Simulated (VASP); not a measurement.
Write the native input for VASP 6.6.1 that does the following.

```
Task                   : molecular dynamics
Functional             : LDA
Potentials or basis    : VASP PAW LDA potentials, release 64 (O)
Cutoff                 : 520 eV
k mesh                 : 7 × 7 × 7
Occupations            : methfessel-paxton, width 0.05 eV
Spin                   : no spin polarisation
Dipole correction      : no
Further INCAR settings : ALGO = Normal; EDIFF = 1e-05; ISYM = 0; IBRION = 0; POTIM = 2.0; NSW = 20
```

The structure of O lies in POSCAR:

```
O
1.0
    1.6749479049      0.9670316238      3.7319995215
   -1.6749479049      0.9670316238      3.7319995215
    0.0000000000     -1.9340632475      3.7319995215
O
2
Direct
    0.0546147200      0.0546147200      0.0546147200
    0.9453852800      0.9453852800      0.9453852800
```

These files were run (other wordings do the same):

INCAR

```
  ALGO = Normal
  EDIFF = 1E-5
  ENCUT = 520
  GGA = CA
  IBRION = 0
  ISIF = 2
  ISMEAR = 1
  ISYM = 0
  LASPH = True
  LCHARG = False
  LREAL = False
  LWAVE = False
  MDALGO = 2
  NELM = 100
  NELMIN = 4
  NSW = 20
  POTIM = 2.0
  PREC = Accurate
  RANDOM_SEED = 2929 0 0
  SIGMA = 0.05
  SMASS = 0
  TEBEG = 600.0
  TEEND = 600.0
```

KPOINTS

```
k-points
0
Gamma
  7 7 7
```

Potentials or basis: VASP PAW LDA potentials, release 64 (O).

Run with:

```sh
$ cat potpaw_LDA.64/O/POTCAR > POTCAR
$ mpirun -np 1 vasp_std > vasp.out
```

It took 3.9 min on 1 thread of AMD EPYC 9R45 96-Core Processor (Zen 5), with other jobs on the host, peak memory 0.21 GiB.
